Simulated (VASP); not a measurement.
Wanted: the native input for a VASP 6.6.1 run.

```
Task                   : single point
Functional             : PBE
Potentials or basis    : VASP PAW PBE potentials, release 64 (Ta_pv, N)
Cutoff                 : 520 eV
k mesh                 : 6 × 6 × 4
Occupations            : gaussian, width 0.1 eV
Spin                   : no spin polarisation
Dipole correction      : no
Further INCAR settings : ALGO = Normal; EDIFF = 1e-06; NBANDS = 20
```

The structure of Ta2N lies in POSCAR:

```
Ta2N
1.0
    3.1128615060      0.0000000000      0.0000000000
   -1.5564307530      2.6958171426      0.0000000000
    0.0000000000      0.0000000000      4.8698410000
Ta N
2 1
Direct
    0.6666666667      0.3333333333      0.7452890000
    0.3333333333      0.6666666667      0.2547110000
    0.0000000000      0.0000000000      0.0000000000
```

One way to write it, as run:

INCAR

```
PREC = Accurate ; ENCUT = 520
EDIFF = 1E-6 ; ISMEAR = 0
SIGMA = 0.1 ; LREAL = False
LASPH = True ; NELM = 80
ALGO = Normal ; ISIF = 2
LWAVE = False ; LCHARG = False
GGA = PE ; NBANDS = 20
```

KPOINTS

```
regular mesh
0
Gamma
  6 6 4
```

Potentials or basis: VASP PAW PBE potentials, release 64 (Ta_pv, N).

Launch:

```console
$ cat potpaw_PBE.64/Ta_pv/POTCAR potpaw_PBE.64/N/POTCAR > POTCAR
$ mpirun -np 1 vasp_std > vasp.out
```

Results of the run:

The pressure is -0.8 GPa and the largest force is 0.236 eV/Å.

Caveat: the k points lie up to 0.39 Å⁻¹ apart.

Run time: 16 s on 1 thread of Intel(R) Xeon(R) Platinum 8488C (Sapphire Rapids), with other jobs on the host, peak memory 0.16 GiB.
